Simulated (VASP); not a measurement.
# BN (sol) (F-43m) in VASP: single point with PBEsol

Aim: the single point of BN (sol) with PBEsol.

Everything below comes from runs of VASP 6.6.1. Logs are shortened: lines on timing, memory, paths and dates and some standing lists are left out, and cuts for length are marked.

## (1) The cell of the first run

It takes space group F-43m (No. 216, cubic). Conventional cell: a = 3.605 Å, b = 3.605 Å, c = 3.605 Å, α = 90.00°, β = 90.00°, γ = 90.00°. B (site symmetry -43m) has 4 N at 1.56 Å within 2.1 Å. N (site symmetry -43m) has 4 B at 1.56 Å within 2.1 Å.

## (2) Single point, PBEsol

Input file INCAR:

```
PREC     = Accurate       # precision mode
ENCUT    = 600            # plane-wave cutoff, eV
EDIFF    = 1E-6           # SCF threshold, eV
ISMEAR   = 0              # smearing method
SIGMA    = 0.02           # smearing width, eV
LREAL    = F              # projectors in reciprocal space
LASPH    = T              # aspherical terms in the spheres
NELM     = 120            # most SCF steps
ALGO     = Normal         # electronic algorithm
ISIF     = 2              # what is computed and relaxed
LWAVE    = F              # write WAVECAR
LCHARG   = F              # write CHGCAR
GGA      = PS             # functional
NBANDS   = 11             # bands
GGA_COMPAT= F
```

Input file KPOINTS:

```
Automatic mesh
0
Gamma
  12 12 12
```

Input file POSCAR:

```
BN
1.0
    0.0000000000      1.8025552940      1.8025552940
    1.8025552940      0.0000000000      1.8025552940
    1.8025552940      1.8025552940      0.0000000000
B N
1 1
Direct
    0.0000000000      0.0000000000      0.0000000000
    0.2500000000      0.2500000000      0.2500000000
```

Potentials or basis: VASP PAW PBE potentials, release 64 (B, N).

The run is started by

```sh
$ cat potpaw_PBE.64/B/POTCAR potpaw_PBE.64/N/POTCAR > POTCAR
$ mpirun -np 1 vasp_std > vasp.out
```

OUTCAR:

```text
PREC = Accurate
   ENCUT = 600
   EDIFF = 1E-6
   ISMEAR = 0
   LREAL = F
   LASPH = T
   NELM = 120
   ISIF = 2
   GGA = PS

 ion  position               nearest neighbor table
   1  0.000  0.000  0.000-   2 1.56   2 1.56   2 1.56   2 1.56
   2  0.250  0.250  0.250-   1 1.56   1 1.56   1 1.56   1 1.56

  LATTYP: Found a face centered cubic cell.
 ALAT       =     3.6051105880

  Lattice vectors:

 A1 = (   0.0000000000,   1.8025552940,   1.8025552940)
 A2 = (   1.8025552940,   0.0000000000,   1.8025552940)
 A3 = (   1.8025552940,   1.8025552940,   0.0000000000)

Analysis of symmetry for initial positions (statically):
=====================================================================
 Subroutine PRICEL returns:
 Original cell was already a primitive cell.

 Routine SETGRP: Setting up the symmetry group for a
 face centered cubic supercell.

 Subroutine GETGRP returns: Found 24 space group operations
 (whereof 24 operations were pure point group operations)
 out of a pool of 48 trial point group operations.

The static configuration has the point symmetry T_d .

Analysis of symmetry for dynamics (positions and initial velocities):
=====================================================================
 Subroutine PRICEL returns:
 Original cell was already a primitive cell.

 Routine SETGRP: Setting up the symmetry group for a
 face centered cubic supercell.

 Subroutine GETGRP returns: Found 24 space group operations
 (whereof 24 operations were pure point group operations)
 out of a pool of 48 trial point group operations.

The dynamic configuration has the point symmetry T_d .

 Subroutine INISYM returns: Found 24 space group operations
 (whereof 24 operations are pure point group operations),
 and found     1 'primitive' translations

----------------------------------------------------------------------------------------

                                     Primitive cell

  volume of cell :      11.7137

  direct lattice vectors                    reciprocal lattice vectors
     0.000000000  1.802555294  1.802555294    -0.277384001  0.277384001  0.277384001
     1.802555294  0.000000000  1.802555294     0.277384001 -0.277384001  0.277384001
     1.802555294  1.802555294  0.000000000     0.277384001  0.277384001 -0.277384001

  length of vectors
     2.549198144  2.549198144  2.549198144     0.480443183  0.480443183  0.480443183

  position of ions in fractional coordinates (direct lattice)
     0.000000000  0.000000000  0.000000000
     0.250000000  0.250000000  0.250000000

  ion indices of the primitive-cell ions
   primitive index   ion index
                 1           1
                 2           2

----------------------------------------------------------------------------------------

 KPOINTS: Automatic mesh

Automatic generation of k-mesh.
 Grid dimensions read from file:
 generate k-points for:   12   12   12

 Generating k-lattice:

  Cartesian coordinates                     Fractional coordinates (reciprocal lattice)
    -0.023115333  0.023115333  0.023115333     0.083333333  0.000000000  0.000000000
     0.023115333 -0.023115333  0.023115333     0.000000000  0.083333333  0.000000000
     0.023115333  0.023115333 -0.023115333     0.000000000  0.000000000  0.083333333

  Length of vectors
     0.040036932  0.040036932  0.040036932

  Shift w.r.t. Gamma in fractional coordinates (k-lattice)
     0.000000000  0.000000000  0.000000000

 Subroutine IBZKPT returns following result:
 ===========================================

 Found     72 irreducible k-points:

 Following reciprocal coordinates:
            Coordinates               Weight
  0.000000  0.000000  0.000000      1.000000
  0.083333  0.000000  0.000000      8.000000
  0.166667  0.000000  0.000000      8.000000
  0.250000  0.000000  0.000000      8.000000
  0.333333  0.000000  0.000000      8.000000
  0.416667  0.000000  0.000000      8.000000
[... 16 lines left out ...]
  0.500000  0.166667  0.000000     24.000000
 -0.416667  0.166667  0.000000     24.000000
 [... further k-points ...]
   k-points           NKPTS =     72   k-points in BZ     NKDIM =     72   number of bands    NBANDS=     11
   number of dos      NEDOS =    301   number of ions     NIONS =      2
   total plane-waves  NPLWV =   8000
   dimension x,y,z NGX =    20 NGY =   20 NGZ =   20
   dimension x,y,z NGXF=    40 NGYF=   40 NGZF=   40
   ions per type =               1   1
   NGX,Y,Z   is equivalent  to a cutoff of  13.04, 13.04, 13.04 a.u.
   NGXF,Y,Z  is equivalent  to a cutoff of  26.09, 26.09, 26.09 a.u.
 SYSTEM =  unknown system
   PREC   = accura    normal or accurate (medium, high low for compatibility)
   ISTART =      0    job   : 0-new  1-cont  2-samecut
   ICHARG =      2    charge: 1-file 2-atom 10-const
   ISPIN  =      1    spin polarized calculation?
   LNONCOLLINEAR =      F non collinear calculations
   LSORBIT =      F    spin-orbit coupling
   LASPH  =      T    aspherical Exc in radial PAW
   ENCUT  =  600.0 eV  44.10 Ry    6.64 a.u.   5.09  5.09  5.09*2*pi/ulx,y,z
   NELM   =    120;   NELMIN=  2; NELMDL= -5     # of ELM steps
   EDIFF  = 0.1E-05   stopping-criterion for ELM
   LREAL  =      F    real-space projection
   EDIFFG = 0.1E-04   stopping-criterion for IOM
   NSW    =      0    number of steps for IOM
   IBRION =     -1    ionic relax: 0-MD 1-quasi-New 2-CG
   NFREE  =      0    steps in history (QN), initial steepest desc. (CG)
   ISIF   =      2    stress and relaxation
   ISYM   =      2    0-nonsym 1-usesym 2-fastsym
   POTIM  = 0.5000    time-step for ionic-motion
   TEBEG  =    0.0;   TEEND  =   0.0 temperature during run
   PSTRESS=    0.0 pullay stress
   NELECT =       8.0000    total number of electrons
   NUPDOWN=      -1.0000    fix difference up-down
   EMIN   =  10.00;   EMAX   =-10.00  energy-range for DOS
   EFERMI =   0.00;   METHOD = LEGACY
   ISMEAR =     0;   SIGMA  =   0.02  broadening in eV -4-tet -1-fermi 0-gaus
   EFERMI_NEDOS =   21; number of points for ismear=-14 and -15
   IALGO  =     38    algorithm
   IMIX   =      4    mixing-type and parameters
     AMIX     =   0.40;   BMIX     =  1.00
     AMIX_MAG =   1.60;   BMIX_MAG =  1.00
  volume/ion in A,a.u.               =       5.86        39.52
  Fermi-wavevector in a.u.,A,eV,Ry     =   1.441693  2.724405 28.279434  2.078480
  Thomas-Fermi vector in A             =   2.560297
   LORBIT       =      0    0 simple, 1 ext, 2 COOP (PROOUT), +10 PAW based schemes
   GGA     = PS    functional components
   LHFCALC =     F    Hartree Fock is set to
   AEXX    =    0.0000 exact exchange contribution
   IVDW    =     0    specifies the selected vdW correction
   LEPSILON=     F    determine dielectric tensor
   LRPA    =     F    only Hartree local field effects (RPA)
 non-spin polarized calculation
 Gauss-broadening in eV      SIGMA  =   0.02
  energy-cutoff  :      600.00
  volume of cell :       11.71
 maximum number of plane-waves:       399
   NGX = 11   NGY = 11   NGZ = 11

 number of electron       7.9999999 magnetization

 Free energy of the ion-electron system (eV)
  ---------------------------------------------------
  ext. energy  EPLUGINS =         0.00000000
  ---------------------------------------------------
  free energy    TOTEN  =       -18.35067169 eV

  energy without entropy =      -18.35067169  energy(sigma->0) =      -18.35067169

 E-fermi :   7.6831     XC(G=0): -13.0564

 val. band max:        7.4642278947   @ k =   0.0000   0.0000   0.0000
 cond. band min:      11.7493796560   @ k =   0.5000   0.5000   0.0000
 fundamental gap:      4.2851517613
 Fermi energy:         7.6831460544

 k-point     1 :       0.0000    0.0000    0.0000
  band No.  band energies     occupation
      1     -12.8829      2.00000
      2       7.4642      2.00000
      3       7.4642      2.00000
      4       7.4642      2.00000
      5      16.2643      0.00000
      6      16.2643      0.00000
      7      16.2643      0.00000
      8      17.8653      0.00000
      9      32.1285      0.00000
     10      35.2530      0.00000
     11      35.2530      0.00000

 k-point     2 :       0.0833    0.0000    0.0000
  band No.  band energies     occupation
      1     -12.7119      2.00000
      2       6.5399      2.00000
      3       7.2803      2.00000
      4       7.2803      2.00000
      5      16.4777      0.00000
      6      16.5425      0.00000
      7      16.5425      0.00000
      8      18.4323      0.00000
      9      31.8772      0.00000
     10      32.9352      0.00000
     11      32.9352      0.00000

 k-point     3 :       0.1667    0.0000    0.0000
  band No.  band energies     occupation
      1     -12.2048      2.00000
      2       4.4146      2.00000
      3       6.8338      2.00000
      4       6.8338      2.00000
      5      16.8072      0.00000
      6      17.1859      0.00000
      7      17.1859      0.00000
      8      19.7526      0.00000
      9      31.2613      0.00000
     10      31.3638      0.00000
     11      31.3638      0.00000

 k-point     4 :       0.2500    0.0000    0.0000
  band No.  band energies     occupation
      1     -11.3844      2.00000
      2       1.9183      2.00000
      3       6.3196      2.00000
      4       6.3196      2.00000
      5      17.1286      0.00000
      6      17.7930      0.00000
      7      17.7930      0.00000
      8      21.0521      0.00000
      9      30.7095      0.00000
     10      30.9636      0.00000
     11      30.9636      0.00000

 k-point     5 :       0.3333    0.0000    0.0000
  band No.  band energies     occupation
      1     -10.3117      2.00000
      2      -0.5041      2.00000
      3       5.8819      2.00000
      4       5.8819      2.00000
      5      17.4099      0.00000
      6      18.0941      0.00000
      7      18.0941      0.00000
      8      21.9637      0.00000
      9      30.5159      0.00000
     10      31.7801      0.00000
     11      31.7801      0.00000
[... 211 lines left out ...]
 k-point    21 :       0.3333    0.1667    0.0000
  band No.  band energies     occupation
      1     -10.4858      2.00000
      2       1.3139      2.00000
      3       4.6464      2.00000
      4       4.9505      2.00000
      5      15.4929      0.00000
      6      19.8335      0.00000
      7      20.1997      0.00000
      8      20.2802      0.00000
      9      26.8313      0.00000
     10      33.9257      0.00000
     11      35.5561      0.00000

 k-point    22 :       0.4167    0.1667    0.0000
  band No.  band energies     occupation
      1      -9.3980      2.00000
      2      -0.8139      2.00000
      3       4.2928      2.00000
      4       4.4620      2.00000
      5      15.8874      0.00000
      6      19.9157      0.00000
      7      20.3542      0.00000
      8      21.2086      0.00000
      9      27.7528      0.00000
     10      33.7296      0.00000
     11      35.8418      0.00000

 k-point    23 :       0.5000    0.1667    0.0000
  band No.  band energies     occupation
      1      -8.4000      2.00000
      2      -2.4084      2.00000
      3       3.6975      2.00000
      4       4.5377      2.00000
      5      16.2328      0.00000
      6      19.8511      0.00000
      7      20.0990      0.00000
      8      22.5364      0.00000
      9      28.1227      0.00000
     10      33.9252      0.00000
     11      35.0413      0.00000

 k-point    24 :      -0.4167    0.1667    0.0000
  band No.  band energies     occupation
      1      -8.2065      2.00000
      2      -2.6871      2.00000
      3       3.2877      2.00000
      4       4.8592      2.00000
      5      16.6876      0.00000
      6      19.6987      0.00000
      7      19.7032      0.00000
      8      23.1698      0.00000
      9      28.4110      0.00000
     10      32.7521      0.00000
     11      34.1868      0.00000

 [... further k-points ...]
[... 5 lines left out ...]
  --------------------------------------------------------------------------------------
  -------------------------------------------------------------------------------------
  Total        0.0377516      0.0377516      0.0377516     -0.0000000     -0.0000000     -0.0000000
  in kB        5.1635750      5.1635750      5.1635750     -0.0000000     -0.0000000     -0.0000000
  external PRESSURE =       5.1635750 kB  Pullay stress =       0.0000000 kB

 VOLUME and BASIS-vectors are now :
 -----------------------------------------------------------------------------
  energy-cutoff  :      600.00
  volume of cell :       11.71
      direct lattice vectors                 reciprocal lattice vectors
     0.000000000  1.802555294  1.802555294    -0.277384001  0.277384001  0.277384001
     1.802555294  0.000000000  1.802555294     0.277384001 -0.277384001  0.277384001
     1.802555294  1.802555294  0.000000000     0.277384001  0.277384001 -0.277384001

 POSITION                                       TOTAL-FORCE (eV/Angst)
 -----------------------------------------------------------------------------------
      0.00000      0.00000      0.00000        -0.000000     -0.000000     -0.000000
      0.90128      0.90128      0.90128         0.000000      0.000000      0.000000
 -----------------------------------------------------------------------------------
    total drift:                                0.000000      0.000000      0.000000

  FREE ENERGIE OF THE ION-ELECTRON SYSTEM (eV)
  ---------------------------------------------------
  free  energy   TOTEN  =       -18.3506716905 eV

  energy  without entropy=      -18.3506716905  energy(sigma->0) =      -18.35067169
```

Run time: 4.5 s. Hardware: 1 thread of Intel Xeon 6975P-C (Granite Rapids), shared host; peak memory 0.12 GiB.

Results:

- Free energy: -18.3507 eV
- Pressure: 0.5 GPa
- Band gap on the k mesh: 4.29 eV, indirect (least direct gap 8.80 eV)

Caveat: the PAW data sets were made with another functional, which shifts forces and pressure a little. A k mesh can miss the band edges.
